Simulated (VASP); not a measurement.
The system is Au3Cl.

```
CELL_PARAMETERS angstrom
4.29638 0.00000 0.00000
0.00000 4.29638 0.00000
0.00000 0.00000 4.29638
ATOMIC_POSITIONS crystal
Au 0.00000 0.50000 0.50000
Au 0.50000 0.00000 0.50000
Au 0.50000 0.50000 0.00000
Cl 0.00000 0.00000 0.00000
```

| Item | Value |
| --- | --- |
| Program | VASP 6.6.1 |
| Task | relaxation of cell and atoms |
| Functional | PBE |
| Potentials or basis | VASP PAW PBE potentials, release 64 (Au, Cl) |
| Cutoff | 600 eV |
| k mesh | 12 × 12 × 12 |
| Occupations | gaussian, width 0.1 eV |
| Spin | no spin polarisation |

At the start: pressure -4.0 GPa; volume 19.83 Å³/atom.

Task: Where does the relaxation end?

Result: Over 3 steps the energy falls by 12.7 meV/atom and the volume is 18.86 Å³/atom (-4.9 %); space group Pm-3m (No. 221, to 0.1 Å) before and after.

The path:
| step | energy change (eV) | largest force (eV/Å) | pressure (GPa) | volume (Å³) |
| --- | --- | --- | --- | --- |
| 1 | 0.0000 | 0.0000 | -3.98 | 79.31 |
| 2 | -0.0401 | 0.0000 | 2.15 | 73.79 |
| 3 | -0.0508 | 0.0000 | -0.01 | 75.44 |

Final structure:
```
Au Cl
1.0
     4.22530    0.00000    0.00000
     0.00000    4.22530    0.00000
     0.00000    0.00000    4.22530
Au Cl
3 1
Direct
  0.00000 0.50000 0.50000
  0.50000 0.00000 0.50000
  0.50000 0.50000 0.00000
  0.00000 0.00000 0.00000
```
